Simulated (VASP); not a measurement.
# Nb in VASP: single point with PBE

Aim: the single point of Nb with PBE.

Everything below comes from runs of VASP 6.6.1. Logs are shortened: lines on timing, memory, paths and dates and some standing lists are left out, and cuts for length are marked.

## Step 1: The cell of the first run

The cell holds a slab with vacuum, 1 atom: a = 2.868 Å, b = 2.868 Å, c = 16.000 Å, α = 90.00°, β = 90.00°, γ = 109.47°.

## Step 2: Single point, PBE

The input, POSCAR:

```
Nb
1.0
    2.8679417329      0.0000000000      0.0000000000
   -0.9559805776      2.7039213966      0.0000000000
    0.0000000000      0.0000000000     16.0000000000
Nb
1
Direct
    0.0000000000      0.0000000000      0.5000000000
```

The input, INCAR.step1:

```
SYSTEM = Nb
PREC = Accurate ; ENCUT = 520
EDIFF = 1E-6 ; ISMEAR = -1
SIGMA = 0.08 ; LREAL = .False.
LASPH = .True. ; NELM = 60
ALGO = Normal ; ISIF = 2
LWAVE = .False. ; LCHARG = .True.
LMAXMIX = 4 ; LDIPOL = .True.
IDIPOL = 3 ; DIPOL = 0.5 0.5 0.500
GGA = PE ; NBANDS = 12
```

The input, KPOINTS.step1:

```
regular mesh
0
Gamma
  13 13 1
  0 0 0
```

The input, INCAR.step2:

```
SYSTEM = Nb
PREC = Accurate ; ENCUT = 520
EDIFF = 1E-6 ; ISMEAR = -5
SIGMA = 0.08 ; LREAL = .False.
LASPH = .True. ; NELM = 60
ALGO = Normal ; ISIF = 2
LWAVE = .False. ; LCHARG = .False.
LMAXMIX = 4 ; LDIPOL = .True.
IDIPOL = 3 ; DIPOL = 0.5 0.5 0.500
GGA = PE ; LORBIT = 11
NBANDS = 12 ; NEDOS = 1001
ICHARG = 11
```

The input, KPOINTS.step2:

```
regular mesh
0
Gamma
  20 20 1
  0 0 0
```

Potentials or basis: VASP PAW PBE potentials, release 64 (Nb_sv).

Launch:

```console
> cat potpaw_PBE.64/Nb_sv/POTCAR > POTCAR
> cp INCAR.step1 INCAR
> cp KPOINTS.step1 KPOINTS
> mpirun -np 1 vasp_std > vasp.out
> cp INCAR.step2 INCAR
> cp KPOINTS.step2 KPOINTS
> mpirun -np 1 vasp_std > vasp.out
```

OUTCAR:

```text
SYSTEM = Nb
   PREC = Accurate
   ENCUT = 520
   EDIFF = 1E-6
   ISMEAR = -5
   LREAL = .False.
   LASPH = .True.
   NELM = 60
   ISIF = 2
   GGA = PE
   LORBIT = 11
   ICHARG = 11

 ion  position               nearest neighbor table
   1  0.000  0.000  0.500-

  LATTYP: Found a base centered orthorhombic cell.
 ALAT       =     3.3116138631
 B/A-ratio  =     1.4142135623
 C/A-ratio  =     4.8314811634

  Lattice vectors:

 A1 = (   2.8679417329,   0.0000000000,   0.0000000000)
 A2 = (  -0.9559805776,   2.7039213966,   0.0000000000)
 A3 = (   0.0000000000,   0.0000000000,  16.0000000000)

Analysis of symmetry for initial positions (statically):
=====================================================================
 Subroutine PRICEL returns:
 Original cell was already a primitive cell.

 Routine SETGRP: Setting up the symmetry group for a
 base centered orthorhombic supercell.

 Subroutine GETGRP returns: Found  8 space group operations
 (whereof  8 operations were pure point group operations)
 out of a pool of  8 trial point group operations.

The static configuration has the point symmetry D_2h.

Analysis of symmetry for dynamics (positions and initial velocities):
=====================================================================
 Subroutine PRICEL returns:
 Original cell was already a primitive cell.

 Routine SETGRP: Setting up the symmetry group for a
 base centered orthorhombic supercell.

 Subroutine GETGRP returns: Found  8 space group operations
 (whereof  8 operations were pure point group operations)
 out of a pool of  8 trial point group operations.

The dynamic configuration has the point symmetry D_2h.

 Subroutine INISYM returns: Found  8 space group operations
 (whereof  8 operations are pure point group operations),
 and found     1 'primitive' translations

----------------------------------------------------------------------------------------

                                     Primitive cell

  volume of cell :     124.0750

  direct lattice vectors                    reciprocal lattice vectors
     2.867941733  0.000000000  0.000000000     0.348682119  0.123277745  0.000000000
    -0.955980578  2.703921397  0.000000000     0.000000000  0.369833236  0.000000000
     0.000000000  0.000000000 16.000000000     0.000000000  0.000000000  0.062500000

  length of vectors
     2.867941733  2.867941733 16.000000000     0.369833236  0.369833236  0.062500000

  position of ions in fractional coordinates (direct lattice)
[... 96 lines left out ...]
   IALGO  =     38    algorithm
   IMIX   =      4    mixing-type and parameters
     AMIX     =   0.40;   BMIX     =  1.00
     AMIX_MAG =   1.60;   BMIX_MAG =  1.00
  volume/ion in A,a.u.               =     124.08       837.30
  Fermi-wavevector in a.u.,A,eV,Ry     =   0.771782  1.458456  8.104270  0.595647
  Thomas-Fermi vector in A             =   1.873273
   LORBIT       =     11    0 simple, 1 ext, 2 COOP (PROOUT), +10 PAW based schemes
   GGA     = PE    functional components
   LHFCALC =     F    Hartree Fock is set to
   AEXX    =    0.0000 exact exchange contribution
   IVDW    =     0    specifies the selected vdW correction
   LEPSILON=     F    determine dielectric tensor
   LRPA    =     F    only Hartree local field effects (RPA)
 non-spin polarized calculation
 Fermi weights with tetrahedron method with Bloechl corrections
  energy-cutoff  :      520.00
  volume of cell :      124.08
 maximum number of plane-waves:      3369
 NGX is ok and might be reduce to    24

 number of electron      13.0000000 magnetization

 dipolmoment           0.000000      0.000000      0.000000 electrons x Angstroem

 Free energy of the ion-electron system (eV)
  ---------------------------------------------------
  ext. energy  EPLUGINS =         0.00000000
  ---------------------------------------------------
  free energy    TOTEN  =        -7.66013564 eV

  energy without entropy =       -7.66013564  energy(sigma->0) =       -7.66013564

 E-fermi :  -2.0514     XC(G=0):  -3.1593

 val. band max:       -2.0524916924   @ k =   0.1500   0.0500   0.0000
 cond. band min:      -2.0705812548   @ k =  -0.4500   0.1500   0.0000
 fundamental gap:     -0.0180895624
 Fermi energy:        -2.0514342770

 k-point     1 :       0.0000    0.0000    0.0000
  band No.  band energies     occupation
      1     -57.1324      2.00000
      2     -33.3937      2.00000
      3     -32.6695      2.00000
      4     -32.3759      2.00000
      5      -6.1533      2.00000
      6      -3.0824      2.00000
      7      -2.8402      2.00000
      8      -1.4322      0.00000
      9       0.3977      0.00000
     10       0.4754      0.00000
     11       1.0241      0.00000
     12       2.1095      0.00000
[... 331 lines left out ...]
 k-point    24 :      -0.3500    0.0500    0.0000
  band No.  band energies     occupation
      1     -57.0424      2.00000
      2     -33.3026      2.00000
      3     -33.2637      2.00000
      4     -32.5429      2.00000
      5      -4.2917      2.00000
      6      -3.1324      2.00000
      7      -2.0084      0.82422
      8      -1.3716      0.00000
      9       0.5576      0.00000
     10       1.2077      0.00000
     11       2.3287      0.00000
     12       4.2950      0.00000

 [... further k-points ...]

------------------------ aborting loop because EDIFF is reached ----------------------------------------

 vacuum level on the upper side and lower side of the slab       (xc-potential included)        -0.105        -0.105

  FORCE on cell =-STRESS in cart. coord.  units (eV):
  Direction    XX          YY          ZZ          XY          YZ          ZX
  --------------------------------------------------------------------------------------
  -------------------------------------------------------------------------------------
  Total       -4.7467374     -4.7297461     -0.1664632      0.0240293      0.0000000      0.0000000
  in kB      -61.2944882    -61.0750801     -2.1495348      0.3102900      0.0000000      0.0000000
  external PRESSURE =     -41.5063677 kB  Pullay stress =       0.0000000 kB

 VOLUME and BASIS-vectors are now :
 -----------------------------------------------------------------------------
  energy-cutoff  :      520.00
  volume of cell :      124.08
      direct lattice vectors                 reciprocal lattice vectors
     2.867941733  0.000000000  0.000000000     0.348682119  0.123277745  0.000000000
    -0.955980578  2.703921397  0.000000000     0.000000000  0.369833236  0.000000000
     0.000000000  0.000000000 16.000000000     0.000000000  0.000000000  0.062500000

 POSITION                                       TOTAL-FORCE (eV/Angst)
 -----------------------------------------------------------------------------------
      0.00000      0.00000      8.00000        -0.000000      0.000000      0.000000
 -----------------------------------------------------------------------------------
    total drift:                               -0.000000     -0.000000      0.000000

  FREE ENERGIE OF THE ION-ELECTRON SYSTEM (eV)
  ---------------------------------------------------
  free  energy   TOTEN  =        -7.6601356403 eV

  energy  without entropy=       -7.6601356403  energy(sigma->0) =       -7.66013564

 vacuum level on the upper side and lower side of the slab         2.443         2.443

 total charge

# of ion       s       p       d       tot
------------------------------------------
    1        2.197   5.927   2.443  10.568
```

Run time: 2.1 min. Hardware: 1 thread of AMD EPYC 9R45 (Zen 5), shared host; peak memory 0.3 GiB.

Results:

| Property | Result |
| --- | --- |
| Valence electrons inside the program's atomic spheres | Nb 10.57 |

Levels at points of the mesh, in eV from the Fermi level:
```tsv
k point	band 2	band 3	band 4	band 5	band 6	band 7	band 8	band 9	band 10	band 11
(0.00, 0.00, 0.00)	-31.34	-30.62	-30.32	-4.10	-1.03	-0.79	0.62	2.45	2.53	3.08
(0.50, 0.00, 0.00)	-31.41	-31.23	-30.49	-2.42	-1.53	1.03	2.20	2.60	3.71	5.72
(0.50, 0.50, 0.00)	-31.40	-31.15	-31.06	-2.78	-1.25	0.95	1.72	4.08	5.39	7.32
```

Caveat: tetrahedron occupations give inexact forces and stress in metals.
